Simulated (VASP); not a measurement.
# AlCo (Pm-3m) in VASP: further runs, part 2 of 2

VASP 6.6.1. Earlier steps stand in the parts before.

**3. Relaxation of cell and atoms, PBE+D3(BJ)**

This run uses another cell than the first one, of 11.60 Å³/atom, 1.035 times its volume.

INCAR reads:

```
SYSTEM = AlCo
PREC = Accurate ; ENCUT = 600
EDIFF = 1E-6 ; ISMEAR = 0
SIGMA = 0.1 ; LREAL = .FALSE.
LASPH = .TRUE. ; NELM = 60
ALGO = Normal ; ISIF = 3
LWAVE = .FALSE. ; LCHARG = .FALSE.
GGA = PE ; IVDW = 12
IBRION = 2 ; NSW = 70
EDIFFG = -0.005
```

KPOINTS reads:

```
regular mesh
0
G
  14 14 14
  0 0 0
```

POSCAR reads:

```
AlCo
1.0
    2.8519024094      0.0000000000      0.0000000000
    0.0000000000      2.8519024094      0.0000000000
    0.0000000000      0.0000000000      2.8519024094
Al Co
1 1
Direct
    0.0000000000      0.0000000000      0.0000000000
    0.5000000000      0.5000000000      0.5000000000
```

Potentials or basis: VASP PAW PBE potentials, release 64 (Al, Co).

On the command line:

```bash
> cat potpaw_PBE.64/Al/POTCAR potpaw_PBE.64/Co/POTCAR > POTCAR
> mpirun -np 1 vasp_std > vasp.out
```

OUTCAR:

```text
SYSTEM = AlCo
   PREC = Accurate
   ENCUT = 600
   EDIFF = 1E-6
   ISMEAR = 0
   LREAL = .FALSE.
   LASPH = .TRUE.
   NELM = 60
   ISIF = 3
   GGA = PE
   IVDW = 12
   IBRION = 2
   NSW = 70
   EDIFFG = -0.005
 IVDW          = 12

 ion  position               nearest neighbor table
   1  0.000  0.000  0.000-   2 2.47   2 2.47   2 2.47   2 2.47   2 2.47   2 2.47   2 2.47   2 2.47

   2  0.500  0.500  0.500-   1 2.47   1 2.47   1 2.47   1 2.47   1 2.47   1 2.47   1 2.47   1 2.47

  LATTYP: Found a simple cubic cell.
 ALAT       =     2.8519024094

  Lattice vectors:

 A1 = (   2.8519024094,   0.0000000000,   0.0000000000)
 A2 = (   0.0000000000,   2.8519024094,   0.0000000000)
 A3 = (   0.0000000000,   0.0000000000,   2.8519024094)

Analysis of symmetry for initial positions (statically):
=====================================================================
 Subroutine PRICEL returns:
 Original cell was already a primitive cell.

 Routine SETGRP: Setting up the symmetry group for a
[... 255 lines left out ...]
  ---------------------------------------------------
  free energy    TOTEN  =       -11.97499791 eV

  energy without entropy =      -11.97165554  energy(sigma->0) =      -11.97332673

 E-fermi :  11.0471     XC(G=0): -12.4282

 val. band max:       11.0425090975   @ k =   0.5000   0.3571   0.0714
 cond. band min:      11.1030184802   @ k =   0.5000   0.3571   0.2857
 fundamental gap:      0.0605093827
 Fermi energy:        11.0470731045

 k-point     1 :       0.0000    0.0000    0.0000
  band No.  band energies     occupation
      1      -0.2739      2.00000
      2       7.9171      2.00000
      3       7.9171      2.00000
      4      10.1466      2.00000
      5      10.1466      2.00000
      6      10.1466      2.00000
      7      17.1653      0.00000
      8      17.1653      0.00000
      9      17.1653      0.00000
     10      19.9015      0.00000
[... 287 lines left out ...]
 k-point    24 :       0.3571    0.2143    0.0000
  band No.  band energies     occupation
      1       2.8909      2.00000
      2       6.8436      2.00000
      3       8.3959      2.00000
      4       9.1016      2.00000
      5       9.4569      2.00000
      6       9.8932      2.00000
      7      11.7289      0.00000
      8      15.6441      0.00000
      9      19.5850      0.00000
     10      21.0990      0.00000

 [... further k-points ...]

------------------------ aborting loop because EDIFF is reached ----------------------------------------

 Edisp (eV)   -0.89931

 E8    (eV) :    -0.3998
[... 25 lines left out ...]
  FREE ENERGIE OF THE ION-ELECTRON SYSTEM (eV)
  ---------------------------------------------------
  free  energy   TOTEN  =       -12.8743108788 eV

  energy  without entropy=      -12.8709685117  energy(sigma->0) =      -12.87263970

 reached required accuracy - stopping structural energy minimisation
```

OSZICAR:

```text
N       E                     dE             d eps       ncg     rms          rms(c)
DAV:   1     0.390408598838E+02    0.39041E+02   -0.59887E+03  2416   0.141E+03
DAV:   2    -0.122313145273E+02   -0.51272E+02   -0.48741E+02  2426   0.201E+02
DAV:   3    -0.136348243913E+02   -0.14035E+01   -0.13901E+01  2916   0.428E+01
[... 23 lines left out ...]
DAV:   3    -0.119813620766E+02    0.43085E+00   -0.29877E+00  2742   0.267E+01    0.647E-01
DAV:   4    -0.119758202640E+02    0.55418E-02   -0.13075E-02  2446   0.125E+00    0.261E-01
DAV:   5    -0.119749881454E+02    0.83212E-03   -0.23234E-03  3606   0.540E-01    0.403E-02
DAV:   6    -0.119749975067E+02   -0.93614E-05   -0.35562E-05  2450   0.661E-02    0.152E-02
DAV:   7    -0.119749979093E+02   -0.40261E-06   -0.18218E-06  1544   0.188E-02
   3 F= -.12874311E+02 E0= -.12872640E+02  d E =-.164726E-01
```

CONTCAR:

```text
AlCo
   1.00000000000000
     2.8184793846024774    0.0000000000000000   -0.0000000000000000
     0.0000000000000000    2.8184793846024774    0.0000000000000000
    -0.0000000000000000    0.0000000000000000    2.8184793846024774
  Al              Co
     1     1
Direct
     0.0000000000000000    0.0000000000000000    0.0000000000000000
     0.5000000000000000    0.5000000000000000    0.5000000000000000

  0.00000000E+00  0.00000000E+00  0.00000000E+00
  0.00000000E+00  0.00000000E+00  0.00000000E+00
```

Run time: 80 s. Hardware: 1 thread of AMD EPYC 7R13, shared host; peak memory 0.16 GiB.

Results:

* Free energy: -12.8743 eV
* Relaxed volume: 11.19 Å³/atom
* Relaxed cell: a = 2.818 Å, b = 2.818 Å, c = 2.818 Å, α = 90.00°, β = 90.00°, γ = 90.00°
* Space group after relaxing (to 0.05 Å): Pm-3m (No. 221)
* Energy gained by relaxing: 8.2 meV/atom
* Ionic steps: 3
* Pressure after relaxing: 0.0 GPa
* Band gap on the k mesh: zero (band 6 reaches 13.42 eV, above the bottom of band 7 at 10.78 eV)
* Dispersion energy per atom: -0.450 eV

The path:
```tsv
step	energy change (eV)	largest force (eV/Å)	pressure (GPa)	volume (Å³)
1	0.0000	0.0000	-6.26	23.20
2	-0.0031	0.0000	6.49	21.71
3	-0.0165	0.0000	0.01	22.39
```

Final structure:
```
Al Co
1.0
     2.81848    0.00000    0.00000
     0.00000    2.81848    0.00000
     0.00000    0.00000    2.81848
Al Co
1 1
Direct
  0.00000 0.00000 0.00000
  0.50000 0.50000 0.50000
```

Levels at points of the mesh, in eV from the Fermi level:
| k point | band 4 | band 5 | band 6 | band 7 | band 8 | band 9 |
| --- | --- | --- | --- | --- | --- | --- |
| (0.00, 0.00, 0.00) | -0.90 | -0.90 | -0.90 | 6.12 | 6.12 | 6.12 |
| (0.50, 0.00, 0.00) | -1.81 | -1.81 | -0.78 | 0.18 | 8.42 | 10.78 |
| (0.50, 0.50, 0.00) | -2.77 | -1.60 | -1.60 | -0.27 | 2.51 | 3.63 |
| (0.50, 0.50, 0.50) | -0.23 | -0.23 | 2.37 | 2.37 | 2.37 | 4.41 |

Caveat: pairwise dispersion overbinds metals, which lowers pressure and volume. Spin polarisation is off, so any magnetic state and its effect on volume and gap are missing.
